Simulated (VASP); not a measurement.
# Cd (Fm-3m) in VASP: further runs, part 2 of 2

VASP 6.6.1.

## Step 4: Single point, PBE

This run uses another cell than the first one, of 23.31 Å³/atom.

Contents of INCAR:

```
SYSTEM = Cd
  PREC = Accurate
  ENCUT = 520
  EDIFF = 1E-6
  ISMEAR = -1
  SIGMA = 0.06122561905347299
  LREAL = .FALSE.
  LASPH = .TRUE.
  NELM = 80
  ALGO = Normal
  ISIF = 2
  LWAVE = .FALSE.
  LCHARG = .FALSE.
  GGA = PE
  NBANDS = 12
```

Contents of KPOINTS:

```
regular mesh
0
G
  14 14 14
  0 0 0
```

Contents of POSCAR:

```
Cd
1.0
    0.0000000000      2.2672112002      2.2672112002
    2.2672112002      0.0000000000      2.2672112002
    2.2672112002      2.2672112002      0.0000000000
Cd
1
Direct
    0.0000000000      0.0000000000      0.0000000000
```

Potentials or basis: VASP PAW PBE potentials, release 64 (Cd).

Command:

```sh
> cat potpaw_PBE.64/Cd/POTCAR > POTCAR
> mpirun -np 1 vasp_std > vasp.out
```

OUTCAR:

```text
SYSTEM = Cd
   PREC = Accurate
   ENCUT = 520
   EDIFF = 1E-6
   ISMEAR = -1
   LREAL = .FALSE.
   LASPH = .TRUE.
   NELM = 80
   ISIF = 2
   GGA = PE

 ion  position               nearest neighbor table
   1  0.000  0.000  0.000-

  LATTYP: Found a face centered cubic cell.
 ALAT       =     4.5344224004

  Lattice vectors:

 A1 = (   0.0000000000,   2.2672112002,   2.2672112002)
 A2 = (   2.2672112002,   0.0000000000,   2.2672112002)
 A3 = (   2.2672112002,   2.2672112002,   0.0000000000)

Analysis of symmetry for initial positions (statically):
=====================================================================
 Subroutine PRICEL returns:
 Original cell was already a primitive cell.

 Routine SETGRP: Setting up the symmetry group for a
 face centered cubic supercell.

 Subroutine GETGRP returns: Found 48 space group operations
 (whereof 48 operations were pure point group operations)
 out of a pool of 48 trial point group operations.

The static configuration has the point symmetry O_h .

Analysis of symmetry for dynamics (positions and initial velocities):
=====================================================================
 Subroutine PRICEL returns:
 Original cell was already a primitive cell.

 Routine SETGRP: Setting up the symmetry group for a
 face centered cubic supercell.

 Subroutine GETGRP returns: Found 48 space group operations
 (whereof 48 operations were pure point group operations)
 out of a pool of 48 trial point group operations.

The dynamic configuration has the point symmetry O_h .

 Subroutine INISYM returns: Found 48 space group operations
 (whereof 48 operations are pure point group operations),
 and found     1 'primitive' translations

----------------------------------------------------------------------------------------

                                     Primitive cell

  volume of cell :      23.3080

  direct lattice vectors                    reciprocal lattice vectors
[... 105 lines left out ...]
     AMIX_MAG =   1.60;   BMIX_MAG =  1.00
  volume/ion in A,a.u.               =      23.31       157.29
  Fermi-wavevector in a.u.,A,eV,Ry     =   1.312099  2.479508 23.423841  1.721604
  Thomas-Fermi vector in A             =   2.442515
   LORBIT       =      0    0 simple, 1 ext, 2 COOP (PROOUT), +10 PAW based schemes
   GGA     = PE    functional components
   LHFCALC =     F    Hartree Fock is set to
   AEXX    =    0.0000 exact exchange contribution
   IVDW    =     0    specifies the selected vdW correction
   LEPSILON=     F    determine dielectric tensor
   LRPA    =     F    only Hartree local field effects (RPA)
 non-spin polarized calculation
  energy-cutoff  :      520.00
  volume of cell :       23.31
 maximum number of plane-waves:       637
   NGX = 11   NGY = 11   NGZ = 11

 number of electron      11.9999994 magnetization

 Free energy of the ion-electron system (eV)
  ---------------------------------------------------
  ext. energy  EPLUGINS =         0.00000000
  ---------------------------------------------------
  free energy    TOTEN  =        -0.74709508 eV

  energy without entropy =       -0.74473503  energy(sigma->0) =       -0.74591506

 E-fermi :   2.3363     XC(G=0): -10.6443

 val. band max:        2.2378137308   @ k =  -0.4286   0.4286   0.0000
 cond. band min:       2.3566079050   @ k =   0.5000   0.1429   0.0000
 fundamental gap:      0.1187941742
 Fermi energy:         2.3362989258

 k-point     1 :       0.0000    0.0000    0.0000
  band No.  band energies     occupation
      1      -6.5952      2.00000
      2      -6.5952      2.00000
      3      -6.5952      2.00000
      4      -6.2029      2.00000
      5      -6.2029      2.00000
      6      -5.9354      2.00000
      7      16.0363      0.00000
      8      16.6785      0.00000
      9      16.6785      0.00000
     10      16.6785      0.00000
     11      19.9575      0.00000
     12      19.9575      0.00000
[... 331 lines left out ...]
 k-point    24 :       0.2857    0.1429    0.0000
  band No.  band energies     occupation
      1      -6.7892      2.00000
      2      -6.4872      2.00000
      3      -6.3839      2.00000
      4      -6.3584      2.00000
      5      -6.0400      2.00000
      6      -3.9569      2.00000
      7       9.1194      0.00000
      8      12.6540      0.00000
      9      14.1740      0.00000
     10      14.7141      0.00000
     11      17.6161      0.00000
     12      21.8789      0.00000

 [... further k-points ...]
[... 5 lines left out ...]
  --------------------------------------------------------------------------------------
  -------------------------------------------------------------------------------------
  Total       -0.1063578     -0.1063578     -0.1063578      0.0000000     -0.0000000      0.0000000
  in kB       -7.3109545     -7.3109545     -7.3109545      0.0000000     -0.0000000      0.0000000
  external PRESSURE =      -7.3109545 kB  Pullay stress =       0.0000000 kB

 VOLUME and BASIS-vectors are now :
 -----------------------------------------------------------------------------
  energy-cutoff  :      520.00
  volume of cell :       23.31
      direct lattice vectors                 reciprocal lattice vectors
     0.000000000  2.267211200  2.267211200    -0.220535255  0.220535255  0.220535255
     2.267211200  0.000000000  2.267211200     0.220535255 -0.220535255  0.220535255
     2.267211200  2.267211200  0.000000000     0.220535255  0.220535255 -0.220535255

 POSITION                                       TOTAL-FORCE (eV/Angst)
 -----------------------------------------------------------------------------------
      0.00000      0.00000      0.00000         0.000000      0.000000      0.000000
 -----------------------------------------------------------------------------------
    total drift:                               -0.000000      0.000000      0.000000

  FREE ENERGIE OF THE ION-ELECTRON SYSTEM (eV)
  ---------------------------------------------------
  free  energy   TOTEN  =        -0.7470950838 eV

  energy  without entropy=       -0.7447350319  energy(sigma->0) =       -0.74591506
```

OSZICAR:

```text
N       E                     dE             d eps       ncg     rms          rms(c)
DAV:   1     0.716575932445E+02    0.71658E+02   -0.69124E+03  2624   0.979E+02
DAV:   2     0.534419647234E+00   -0.71123E+02   -0.68145E+02  2696   0.236E+02
DAV:   3    -0.782931481022E+00   -0.13174E+01   -0.13167E+01  2992   0.363E+01
DAV:   4    -0.784539561452E+00   -0.16081E-02   -0.16080E-02  2836   0.127E+00
DAV:   5    -0.784543345791E+00   -0.37843E-05   -0.37844E-05  2948   0.613E-02    0.259E+00
DAV:   6    -0.747817286736E+00    0.36726E-01   -0.10309E-01  2980   0.398E+00    0.215E+00
DAV:   7    -0.746671252241E+00    0.11460E-02   -0.97080E-03  2952   0.100E+00    0.109E+00
DAV:   8    -0.747055042313E+00   -0.38379E-03   -0.14285E-03  2652   0.499E-01    0.588E-02
DAV:   9    -0.747090867822E+00   -0.35826E-04   -0.16759E-05  2968   0.387E-02    0.985E-03
DAV:  10    -0.747095186222E+00   -0.43184E-05   -0.34075E-06  2692   0.201E-02    0.125E-03
DAV:  11    -0.747095083761E+00    0.10246E-06   -0.14841E-08  1500   0.118E-03
   1 F= -.74709508E+00 E0= -.74591506E+00  d E =-.236005E-02
```

stdout:

```text
POSCAR found type information on POSCAR Cd
 POSCAR found :  1 types and       1 ions
 scaLAPACK will be used
 LDA part: xc-table for (Slater+PW92), standard interpolation
 POSCAR, INCAR and KPOINTS ok, starting setup
 FFT: planning ... GRIDC
 FFT: planning ... GRID_SOFT
 FFT: planning ... GRID
 WAVECAR not read
 entering main loop
```

Run time: 16 s. Hardware: 1 thread of Intel Xeon 8259CL, shared host; peak memory 0.16 GiB.

Results:

| Item | Value |
| --- | --- |
| Free energy | -0.7471 eV |
| Pressure | -0.7 GPa |
| Band gap on the k mesh | zero (bands 6 and 7 overlap by 2.82 eV) |

## Step 5: Single point, PBE

This run uses another cell than the first one, of 23.31 Å³/atom.

Contents of INCAR:

```
  PREC = Accurate
  ENCUT = 520
  EDIFF = 1E-6
  ISMEAR = -1
  SIGMA = 0.06122561905347299
  LREAL = False
  LASPH = True
  NELM = 100
  ALGO = Normal
  ISIF = 2
  LWAVE = False
  LCHARG = False
  GGA = PE
  NBANDS = 12
```

Contents of KPOINTS:

```
Automatic mesh
0
Gamma
  14 14 14
```

POSCAR is that of step 4.

Command:

```sh
> cat potpaw_PBE.64/Cd/POTCAR > POTCAR
> mpirun -np 1 vasp_std > vasp.out
```

Run time: 15 s. Hardware: 1 thread of Intel Xeon 8259CL, shared host; peak memory 0.16 GiB.

It converged, with:

| Item | Value |
| --- | --- |
| Free energy | -0.7471 eV |
| Pressure | -0.7 GPa |
| Band gap on the k mesh | zero (bands 6 and 7 overlap by 2.82 eV) |

Levels at points of the mesh, in eV from the Fermi level:
| k point | band 3 | band 4 | band 5 | band 6 | band 7 | band 8 | band 9 | band 10 |
| --- | --- | --- | --- | --- | --- | --- | --- | --- |
| (0.00, 0.00, 0.00) | -8.93 | -8.54 | -8.54 | -8.27 | 13.70 | 14.34 | 14.34 | 14.34 |
| (0.50, 0.00, 0.00) | -8.93 | -8.21 | -8.21 | -2.02 | -1.38 | 12.00 | 12.00 | 12.83 |
| (0.50, 0.50, 0.00) | -8.23 | -8.13 | -8.13 | -0.60 | 1.19 | 6.61 | 6.61 | 10.60 |

## Step 6: Overview

| cell | gap on the mesh (eV) | pressure (GPa) |
| --- | --- | --- |
| a = 3.164 Å, angles 60.0°, 1 atom | none | 1.0 |
| a = 3.185 Å, angles 60.0°, 1 atom | none | 0.1 |
| a = 3.206 Å, angles 60.0°, 1 atom | none | -0.7 |

Alike in all rows: task single point; level PBE; potentials or basis VASP PAW PBE potentials, release 64 (Cd); no spin polarisation; k mesh 14 × 14 × 14; cutoff (eV) 520; smearing fermi-dirac 0.0612256 eV.

Absolute energies hang on the potentials; compare differences alone.

The gap in the log of VASP goes by the Fermi energy; the results here count the filled bands.